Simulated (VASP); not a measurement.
Set up this calculation in VASP 6.6.1, as the native input.

```
Task                   : single point
Functional             : PBEsol
Potentials or basis    : VASP PAW PBE potentials, release 64 (Bi_d)
Cutoff                 : 520 eV
k mesh                 : 8 × 8 × 4
Occupations            : fermi-dirac, width 0.05 eV
Spin                   : no spin polarisation
Dipole correction      : no
Further INCAR settings : ALGO = Normal; EDIFF = 1e-06; NBANDS = 22
```

The structure of Bi lies in POSCAR:

```
Bi
1.0
    3.2455950258      0.0000000000      0.0214109098
    0.0000000000      3.1650727707      0.0000000000
   -0.0380296868      0.0000000000      5.8119457857
Bi
2
Direct
    0.7104678199      0.0000000000      0.7500123150
    0.2895321801      0.0000000000      0.2499876850
```

These files were run (other wordings do the same):

INCAR

```
  ALGO = Normal
  EDIFF = 1E-6
  ENCUT = 520
  GGA = PS
  ISIF = 2
  ISMEAR = -1
  LASPH = True
  LCHARG = True
  LELF = True
  LREAL = False
  LVHAR = True
  LWAVE = False
  NBANDS = 22
  NELM = 100
  PREC = Accurate
  SIGMA = 0.05
```

KPOINTS

```
k-points
0
Gamma
  8 8 4
```

Potentials or basis: VASP PAW PBE potentials, release 64 (Bi_d).

Run with:

```sh
$ cat potpaw_PBE.64/Bi_d/POTCAR > POTCAR
$ mpirun -np 1 vasp_std > vasp.out
```

It gave:

- Pressure: 4.9 GPa
- Band gap on the k mesh: zero (bands 15 and 16 overlap by 6.20 eV)

Caveat: the cell stands under pressure; the PAW data sets were made with another functional, which shifts forces and pressure a little; spin-orbit coupling is left out, which moves the levels of the heavy elements.

Run time: 99 s on 1 thread of AMD EPYC 7R13, on a shared host, peak memory 0.2 GiB.
